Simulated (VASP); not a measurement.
Wanted: the native input for a VASP 6.6.1 run.

| Property | Result |
| --- | --- |
| Task | single point |
| Functional | LDA |
| Potentials or basis | VASP PAW LDA potentials, release 64 (Pb_d) |
| Cutoff | 500 eV |
| k mesh | 7 × 7 × 7 |
| Occupations | methfessel-paxton, width 0.05 eV |
| Spin | no spin polarisation |
| Dipole correction | no |
| Further INCAR settings | ALGO = Normal; EDIFF = 1e-06; NBANDS = 13 |

The structure of Pb lies in POSCAR:

```
Pb
1.0
   -1.9273837642      1.9273837642      1.9273837642
    1.9273837642     -1.9273837642      1.9273837642
    1.9273837642      1.9273837642     -1.9273837642
Pb
1
Direct
    0.0000000000      0.0000000000      0.0000000000
```

This isn't the form of Pb at room conditions, which is fcc.

These files were run (other wordings do the same):

INCAR

```
  PREC = Accurate
  ENCUT = 500
  EDIFF = 1E-6
  ISMEAR = 1
  SIGMA = 0.05
  LREAL = F
  LASPH = T
  NELM = 120
  ALGO = Normal
  ISIF = 2
  LWAVE = F
  LCHARG = F
  NBANDS = 13
  GGA_COMPAT = F
```

KPOINTS

```
Automatic mesh
0
Gamma
  7 7 7
```

Potentials or basis: VASP PAW LDA potentials, release 64 (Pb_d).

Run with:

```sh
$ cat potpaw_LDA.64/Pb_d/POTCAR > POTCAR
$ mpirun -np 1 vasp_std > vasp.out
```

Results of the run:

The pressure is 0.1 GPa. The band gap on the k mesh is zero (bands 7 and 8 overlap by 9.91 eV).

Caveat: spin-orbit coupling is left out, which moves the levels of the heavy elements.

Wall time 2.9 s on 1 thread of Intel(R) Xeon(R) Platinum 8488C (Sapphire Rapids), on a shared host, peak memory 0.12 GiB.
